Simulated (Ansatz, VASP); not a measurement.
One calculation of NaCaSe6, two programs

```
Na Ca Se
1.0
     0.00000    5.39344    5.39344
     5.39344    0.00000    5.39344
     5.39344    5.39344    0.00000
Na Ca Se
1 1 6
Direct
  0.00000 0.00000 0.00000
  0.50000 0.50000 0.50000
  0.75444 0.24556 0.24556
  0.24556 0.75444 0.24556
  0.24556 0.24556 0.75444
  0.24556 0.75444 0.75444
  0.75444 0.24556 0.75444
  0.75444 0.75444 0.24556
```

Alike in both runs: functional PBE; k mesh 6 × 6 × 6; occupations gaussian, width 0.1 eV; no spin polarisation.

Ansatz relaxed the structure, and its values are those at the end. VASP's run is a single point on that final structure, the one shown.

|  | VASP | Ansatz |
| --- | --- | --- |
| version | VASP 6.6.1 | Ansatz 0.2.0 |
| potentials or method | VASP PAW PBE potentials, release 64 (Na_pv, Ca_sv, Se), cutoff 520 eV | scalar-relativistic, plane waves, PAW |
| valence electrons in the cell | 53 | 115 |

```csv
,VASP,Ansatz,Ansatz less VASP
gap on the k mesh at the Fermi level (eV),none,none,-
pressure (GPa),0.0,0.0,-0.05
```

A gap of «none» marks a metal or a gap that the smearing closes. VASP's potentials hold 53 valence electrons a cell and Ansatz's 115, so a difference there can come from the potentials and not from the codes.
